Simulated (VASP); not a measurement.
Write the native input for VASP 6.6.1 that does the following.

```
Task                   : single point
Functional             : PBE
Potentials or basis    : VASP PAW PBE potentials, release 64 (Zr_sv, N)
Cutoff                 : 600 eV
k mesh                 : 16 × 16 × 16
Occupations            : gaussian, width 0.1 eV
Spin                   : no spin polarisation
Dipole correction      : no
Further INCAR settings : ALGO = Normal; EDIFF = 1e-06; NBANDS = 16
```

The structure of ZrN lies in POSCAR:

```
ZrN
1.0
    0.0000000000      2.2975649457      2.2975649457
    2.2975649457      0.0000000000      2.2975649457
    2.2975649457      2.2975649457      0.0000000000
Zr N
1 1
Direct
    0.0000000000      0.0000000000      0.0000000000
    0.5000000000      0.5000000000      0.5000000000
```

The input as run:

INCAR

```
SYSTEM = ZrN
PREC = Accurate
ENCUT = 600
EDIFF = 1E-6
ISMEAR = 0
SIGMA = 0.1
LREAL = .False.
LASPH = .True.
NELM = 120
ALGO = Normal
ISIF = 2
LWAVE = .False.
LCHARG = .False.
GGA = PE
NBANDS = 16
GGA_COMPAT = .False.
```

KPOINTS

```
Automatic mesh
0
Gamma
  16 16 16
  0 0 0
```

Potentials or basis: VASP PAW PBE potentials, release 64 (Zr_sv, N).

Run with:

```sh
$ cat potpaw_PBE.64/Zr_sv/POTCAR potpaw_PBE.64/N/POTCAR > POTCAR
$ mpirun -np 1 vasp_std > vasp.out
```

It gave:

```
Pressure               : 0.1 GPa
Band gap on the k mesh : zero (an odd number of electrons rules out a gap without spin polarisation)
```

Caveat: an odd number of electrons without spin polarisation forces a metal; a magnetic or distorted state may lie lower.

It took 2.5 min on 1 thread of Intel Xeon 8259CL (shared host), peak memory 0.21 GiB.
